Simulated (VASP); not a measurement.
# C3N4 in VASP: a series of runs

The runs below take C3N4 through single point, with LDA.

Everything below comes from runs of VASP 6.6.1. Logs are shortened: lines on timing, memory, paths and dates and some standing lists are left out, and cuts for length are marked.

### 1 The cell of the first run

Symmetry: P-43m, No. 215, cubic system. The conventional cell has a = 3.457 Å, b = 3.457 Å, c = 3.457 Å, α = 90.00°, β = 90.00°, γ = 90.00°. Within 2.0 Å of C (site symmetry -42m) lie 4 N at 1.49 Å. Within 2.0 Å of N (site symmetry 3m) lie 3 C at 1.49 Å.

### 2 Single point, LDA

The input, INCAR:

```
SYSTEM = C3N4
  PREC = Accurate
  ENCUT = 520
  EDIFF = 1E-6
  ISMEAR = 0
  SIGMA = 0.01
  LREAL = .False.
  LASPH = .True.
  NELM = 80
  ALGO = Normal
  ISIF = 2
  LWAVE = .False.
  LCHARG = .True.
  LELF = .True.
  LVHAR = .True.
  NBANDS = 25
```

The input, KPOINTS:

```
Automatic mesh
0
Gamma
  4 4 4
  0.5 0.5 0.5
```

The input, POSCAR:

```
C3N4
1.0
    3.4567650000      0.0000000000      0.0000000000
    0.0000000000      3.4567650000      0.0000000000
    0.0000000000      0.0000000000      3.4567650000
C N
3 4
Direct
    0.0000000000      0.0000000000      0.5000000000
    0.5000000000      0.0000000000      0.0000000000
    0.0000000000      0.5000000000      0.0000000000
    0.2456870000      0.2456870000      0.7543130000
    0.7543130000      0.7543130000      0.7543130000
    0.2456870000      0.7543130000      0.2456870000
    0.7543130000      0.2456870000      0.2456870000
```

Potentials or basis: VASP PAW LDA potentials, release 64 (C, N).

On the command line:

```console
$ cat potpaw_LDA.64/C/POTCAR potpaw_LDA.64/N/POTCAR > POTCAR
$ mpirun -np 1 vasp_std > vasp.out
```

OUTCAR:

```text
SYSTEM = C3N4
   PREC = Accurate
   ENCUT = 520
   EDIFF = 1E-6
   ISMEAR = 0
   LREAL = .False.
   LASPH = .True.
   NELM = 80
   ISIF = 2

 ion  position               nearest neighbor table
   1  0.000  0.000  0.500-   4 1.49   5 1.49   6 1.49   7 1.49
   2  0.500  0.000  0.000-   4 1.49   5 1.49   6 1.49   7 1.49
   3  0.000  0.500  0.000-   4 1.49   5 1.49   6 1.49   7 1.49
   4  0.246  0.246  0.754-   1 1.49   2 1.49   3 1.49
   5  0.754  0.754  0.754-   1 1.49   2 1.49   3 1.49
   6  0.246  0.754  0.246-   1 1.49   2 1.49   3 1.49
   7  0.754  0.246  0.246-   1 1.49   2 1.49   3 1.49

  LATTYP: Found a simple cubic cell.
 ALAT       =     3.4567650000

  Lattice vectors:

 A1 = (   3.4567650000,   0.0000000000,   0.0000000000)
 A2 = (   0.0000000000,   3.4567650000,   0.0000000000)
 A3 = (   0.0000000000,   0.0000000000,   3.4567650000)

Analysis of symmetry for initial positions (statically):
=====================================================================
 Subroutine PRICEL returns:
 Original cell was already a primitive cell.

 Routine SETGRP: Setting up the symmetry group for a
 simple cubic supercell.

 Subroutine GETGRP returns: Found 24 space group operations
 (whereof 24 operations were pure point group operations)
 out of a pool of 48 trial point group operations.

The static configuration has the point symmetry T_d .

Analysis of symmetry for dynamics (positions and initial velocities):
=====================================================================
 Subroutine PRICEL returns:
 Original cell was already a primitive cell.

 Routine SETGRP: Setting up the symmetry group for a
 simple cubic supercell.

 Subroutine GETGRP returns: Found 24 space group operations
 (whereof 24 operations were pure point group operations)
 out of a pool of 48 trial point group operations.

The dynamic configuration has the point symmetry T_d .

 Subroutine INISYM returns: Found 24 space group operations
 (whereof 24 operations are pure point group operations),
 and found     1 'primitive' translations

----------------------------------------------------------------------------------------

                                     Primitive cell

  volume of cell :      41.3057

  direct lattice vectors                    reciprocal lattice vectors
     3.456765000  0.000000000  0.000000000     0.289287817  0.000000000  0.000000000
     0.000000000  3.456765000  0.000000000     0.000000000  0.289287817  0.000000000
     0.000000000  0.000000000  3.456765000     0.000000000  0.000000000  0.289287817

  length of vectors
     3.456765000  3.456765000  3.456765000     0.289287817  0.289287817  0.289287817

  position of ions in fractional coordinates (direct lattice)
     0.000000000  0.000000000  0.500000000
     0.500000000  0.000000000  0.000000000
     0.000000000  0.500000000  0.000000000
     0.245687000  0.245687000  0.754313000
     0.754313000  0.754313000  0.754313000
     0.245687000  0.754313000  0.245687000
     0.754313000  0.245687000  0.245687000

  ion indices of the primitive-cell ions
   primitive index   ion index
                 1           1
                 2           2
                 3           3
                 4           4
                 5           5
                 6           6
                 7           7

----------------------------------------------------------------------------------------

 KPOINTS: Automatic mesh

Automatic generation of k-mesh.
 Grid dimensions read from file:
 generate k-points for:    4    4    4

 Generating k-lattice:

  Cartesian coordinates                     Fractional coordinates (reciprocal lattice)
     0.072321954  0.000000000  0.000000000     0.250000000  0.000000000  0.000000000
     0.000000000  0.072321954  0.000000000     0.000000000  0.250000000  0.000000000
     0.000000000  0.000000000  0.072321954     0.000000000  0.000000000  0.250000000

  Length of vectors
     0.072321954  0.072321954  0.072321954

  Shift w.r.t. Gamma in fractional coordinates (k-lattice)
     0.500000000  0.500000000  0.500000000

 Subroutine IBZKPT returns following result:
 ===========================================

 Found      4 irreducible k-points:

 Following reciprocal coordinates:
            Coordinates               Weight
  0.125000  0.125000  0.125000      8.000000
  0.375000  0.125000  0.125000     24.000000
  0.375000  0.375000  0.125000     24.000000
  0.375000  0.375000  0.375000      8.000000
   k-points           NKPTS =      4   k-points in BZ     NKDIM =      4   number of bands    NBANDS=     25
   number of dos      NEDOS =    301   number of ions     NIONS =      7
   total plane-waves  NPLWV =  21952
   dimension x,y,z NGX =    28 NGY =   28 NGZ =   28
   dimension x,y,z NGXF=    56 NGYF=   56 NGZF=   56
   ions per type =               3   4
   NGX,Y,Z   is equivalent  to a cutoff of  13.47, 13.47, 13.47 a.u.
   NGXF,Y,Z  is equivalent  to a cutoff of  26.93, 26.93, 26.93 a.u.
 SYSTEM =  C3N4
   PREC   = accura    normal or accurate (medium, high low for compatibility)
   ISTART =      0    job   : 0-new  1-cont  2-samecut
   ICHARG =      2    charge: 1-file 2-atom 10-const
   ISPIN  =      1    spin polarized calculation?
   LNONCOLLINEAR =      F non collinear calculations
   LSORBIT =      F    spin-orbit coupling
   LASPH  =      T    aspherical Exc in radial PAW
   ENCUT  =  520.0 eV  38.22 Ry    6.18 a.u.   6.43  6.43  6.43*2*pi/ulx,y,z
   NELM   =     80;   NELMIN=  2; NELMDL= -5     # of ELM steps
   EDIFF  = 0.1E-05   stopping-criterion for ELM
   LREAL  =      F    real-space projection
   EDIFFG = 0.1E-04   stopping-criterion for IOM
   NSW    =      0    number of steps for IOM
   IBRION =     -1    ionic relax: 0-MD 1-quasi-New 2-CG
   NFREE  =      0    steps in history (QN), initial steepest desc. (CG)
   ISIF   =      2    stress and relaxation
   ISYM   =      2    0-nonsym 1-usesym 2-fastsym
   POTIM  = 0.5000    time-step for ionic-motion
   TEBEG  =    0.0;   TEEND  =   0.0 temperature during run
   PSTRESS=    0.0 pullay stress
   NELECT =      32.0000    total number of electrons
   NUPDOWN=      -1.0000    fix difference up-down
   EMIN   =  10.00;   EMAX   =-10.00  energy-range for DOS
   EFERMI =   0.00;   METHOD = LEGACY
   ISMEAR =     0;   SIGMA  =   0.01  broadening in eV -4-tet -1-fermi 0-gaus
   EFERMI_NEDOS =   21; number of points for ismear=-14 and -15
   IALGO  =     38    algorithm
   IMIX   =      4    mixing-type and parameters
     AMIX     =   0.40;   BMIX     =  1.00
     AMIX_MAG =   1.60;   BMIX_MAG =  1.00
  volume/ion in A,a.u.               =       5.90        39.82
  Fermi-wavevector in a.u.,A,eV,Ry     =   1.503563  2.841322 30.758715  2.260702
  Thomas-Fermi vector in A             =   2.614657
   LORBIT       =      0    0 simple, 1 ext, 2 COOP (PROOUT), +10 PAW based schemes
   GGA     = CA    functional components
   LHFCALC =     F    Hartree Fock is set to
   AEXX    =    0.0000 exact exchange contribution
   IVDW    =     0    specifies the selected vdW correction
   LEPSILON=     F    determine dielectric tensor
   LRPA    =     F    only Hartree local field effects (RPA)
 non-spin polarized calculation
 Gauss-broadening in eV      SIGMA  =   0.01
  energy-cutoff  :      520.00
  volume of cell :       41.31
 maximum number of plane-waves:      1115
 NGX is ok and might be reduce to    28
   NGX = 13   NGY = 13   NGZ = 13

 number of electron      32.0000002 magnetization

 Free energy of the ion-electron system (eV)
  ---------------------------------------------------
  ext. energy  EPLUGINS =         0.00000000
  ---------------------------------------------------
  free energy    TOTEN  =       -63.60666037 eV

  energy without entropy =      -63.60666037  energy(sigma->0) =      -63.60666037

 E-fermi :   9.1423     XC(G=0): -13.4906

 val. band max:        9.0867842621   @ k =   0.1250   0.1250   0.1250
 cond. band min:      12.5298622986   @ k =   0.1250   0.1250   0.1250
 fundamental gap:      3.4430780364
 Fermi energy:         9.1423275298

 k-point     1 :       0.1250    0.1250    0.1250
  band No.  band energies     occupation
      1     -14.8167      2.00000
      2      -8.6814      2.00000
      3      -8.6814      2.00000
      4      -7.9938      2.00000
      5      -4.3370      2.00000
      6      -4.3370      2.00000
[... 17 lines left out ...]
     24      17.9303      0.00000
     25      17.9863      0.00000

 k-point     2 :       0.3750    0.1250    0.1250
  band No.  band energies     occupation
      1     -13.8410      2.00000
      2     -11.1500      2.00000
      3      -8.2659      2.00000
      4      -7.7488      2.00000
      5      -4.3750      2.00000
      6      -2.4498      2.00000
[... 17 lines left out ...]
     24      19.1533      0.00000
     25      19.3592      0.00000

 k-point     3 :       0.3750    0.3750    0.1250
  band No.  band energies     occupation
      1     -12.8547      2.00000
      2     -10.7032      2.00000
      3     -10.2127      2.00000
      4      -8.1376      2.00000
      5      -4.1044      2.00000
      6      -3.0233      2.00000
[... 17 lines left out ...]
     24      19.0793      0.00000
     25      19.4022      0.00000

 k-point     4 :       0.3750    0.3750    0.3750
  band No.  band energies     occupation
      1     -11.8971      2.00000
      2     -10.1868      2.00000
      3     -10.1868      2.00000
      4      -9.0504      2.00000
      5      -5.0482      2.00000
      6      -5.0482      2.00000
[... 17 lines left out ...]
     24      17.5674      0.00000
     25      20.1515      0.00000

------------------------ aborting loop because EDIFF is reached ----------------------------------------

  FORCE on cell =-STRESS in cart. coord.  units (eV):
  Direction    XX          YY          ZZ          XY          YZ          ZX
  --------------------------------------------------------------------------------------
  -------------------------------------------------------------------------------------
  Total       -4.1908202     -4.1908202     -4.1908202     -0.0000000     -0.0000000      0.0000000
  in kB     -162.5548911   -162.5548911   -162.5548911     -0.0000000     -0.0000000      0.0000000
  external PRESSURE =    -162.5548911 kB  Pullay stress =       0.0000000 kB

 VOLUME and BASIS-vectors are now :
 -----------------------------------------------------------------------------
  energy-cutoff  :      520.00
  volume of cell :       41.31
      direct lattice vectors                 reciprocal lattice vectors
     3.456765000  0.000000000  0.000000000     0.289287817  0.000000000  0.000000000
     0.000000000  3.456765000  0.000000000     0.000000000  0.289287817  0.000000000
     0.000000000  0.000000000  3.456765000     0.000000000  0.000000000  0.289287817

 POSITION                                       TOTAL-FORCE (eV/Angst)
 -----------------------------------------------------------------------------------
      0.00000      0.00000      1.72838        -0.000000      0.000000      0.000000
      1.72838      0.00000      0.00000        -0.000000      0.000000      0.000000
      0.00000      1.72838      0.00000        -0.000000     -0.000000      0.000000
      0.84928      0.84928      2.60748        -0.185677     -0.185677      0.185677
      2.60748      2.60748      2.60748         0.185677      0.185677      0.185677
      0.84928      2.60748      0.84928        -0.185677      0.185677     -0.185677
      2.60748      0.84928      0.84928         0.185677     -0.185677     -0.185677
 -----------------------------------------------------------------------------------
    total drift:                                0.000000      0.000000      0.000000

  FREE ENERGIE OF THE ION-ELECTRON SYSTEM (eV)
  ---------------------------------------------------
  free  energy   TOTEN  =       -63.6066603664 eV

  energy  without entropy=      -63.6066603664  energy(sigma->0) =      -63.60666037
```

Wall time 5.2 s (1 thread of AMD EPYC 7R13 (Zen 3), shared host); peak memory 0.1 GiB.

What came out:

```yaml
Free_energy: -63.6067 eV
Pressure: -16.3 GPa
Largest_force: 0.322 eV/Å
Band_gap_on_the_k_mesh: 3.44 eV, direct
```

Forces on the atoms (eV/Å):
```
C    0.000  0.000  0.000
C    0.000  0.000  0.000
C    0.000  0.000  0.000
N   -0.186 -0.186  0.186
N    0.186  0.186  0.186
N   -0.186  0.186 -0.186
N    0.186 -0.186 -0.186
```

Levels at points of the mesh, in eV from the valence-band top:
```csv
k point,band 14,band 15,band 16,band 17,band 18,band 19
"(0.12, 0.12, 0.12)",-1.33,0.00,0.00,3.44,3.44,3.73
```

A k mesh can miss the band edges. LDA gaps usually lie below the measured ones, often by a third to a half.

### 3 Single point, LDA

The input, INCAR:

```
ALGO = Normal
EDIFF = 1E-7
ENCUT = 520
ISIF = 2
ISMEAR = 0
LASPH = T
LCHARG = F
LREAL = F
LWAVE = F
NBANDS = 25
NELM = 60
PREC = Accurate
SIGMA = 0.01
```

KPOINTS is that of step 2.

Changes to POSCAR since step 2:

```diff
@@ -8,3 +8,3 @@
 Direct
-    0.0000000000      0.0000000000      0.5000000000
+    0.0000000000      0.0000000000      0.5086786345
     0.5000000000      0.0000000000      0.0000000000
```

Potentials or basis: VASP PAW LDA potentials, release 64 (C, N).

On the command line:

```console
$ cat potpaw_LDA.64/C/POTCAR potpaw_LDA.64/N/POTCAR > POTCAR
$ mpirun -np 1 vasp_std > vasp.out
```

Run time: 11 s. Hardware: 1 thread of AMD EPYC 7R13 (Zen 3), shared host; peak memory 0.1 GiB.

The run converged. Its results:

* Free energy: -63.5887 eV
* Pressure: -16.1 GPa
* Largest force: 1.194 eV/Å
* Band gap on the k mesh: 3.15 eV, direct

Forces on the atoms (eV/Å):
```
C    0.000  0.000 -1.194
C    0.000  0.000  0.351
C    0.000  0.000  0.351
N   -0.155 -0.155  0.318
N    0.155  0.155  0.318
N   -0.203  0.203 -0.072
N    0.203 -0.203 -0.072
```

Stress tensor (GPa, compression positive):
```
-16.10  -0.25   0.00
 -0.25 -16.10   0.00
  0.00   0.00 -16.13
```

Levels at points of the mesh, in eV from the valence-band top:
| k point | band 13 | band 14 | band 15 | band 16 | band 17 | band 18 | band 19 | band 20 |
| --- | --- | --- | --- | --- | --- | --- | --- | --- |
| (0.12, 0.12, 0.12) | -6.33 | -1.46 | -0.11 | 0.00 | 3.15 | 3.40 | 3.83 | 6.40 |

Caveat: forces of over 1 eV/Å act on the atoms, so gaps and moduli don't describe the material at rest.
